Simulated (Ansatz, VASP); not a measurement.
# CaBr in VASP and in Ansatz

```
Ca Br
1.0
     3.91702    0.00000    0.00000
    -1.95851    3.39224    0.00000
     0.00000    0.00000    4.34103
Ca Br
1 1
Direct
  0.00000 0.00000 0.00000
  0.33333 0.66667 0.50000
```

Alike in both runs: task single point; functional LDA; k mesh 3 × 3 × 1; no spin polarisation.

|  | VASP | Ansatz |
| --- | --- | --- |
| version | VASP 6.6.1 | Ansatz 0.2.0 |
| potentials or method | VASP PAW LDA potentials, release 64 (Ca_sv, Br), cutoff 500 eV | scalar-relativistic, plane waves, PAW |
| occupations | methfessel-paxton of order 1, width 0.31 eV | cold, width 0.31 eV |
| valence electrons in the cell | 17 | 17 |

```tsv
	VASP	Ansatz	Ansatz less VASP
gap on the k mesh at the Fermi level (eV)	none	none	-
pressure (GPa)	-0.7	-0.8	-0.01
traceless stress, the component that is largest in VASP (GPa)	6.52	6.51	-0.010
```

LDA's correlation is that of Perdew and Zunger in VASP and of Perdew and Wang (1992) in Ansatz. A gap of «none» marks a metal or a gap that the smearing closes. Ansatz's warnings: stress scf threshold loose.

The k mesh is coarse, so the values compare programs but aren't converged.
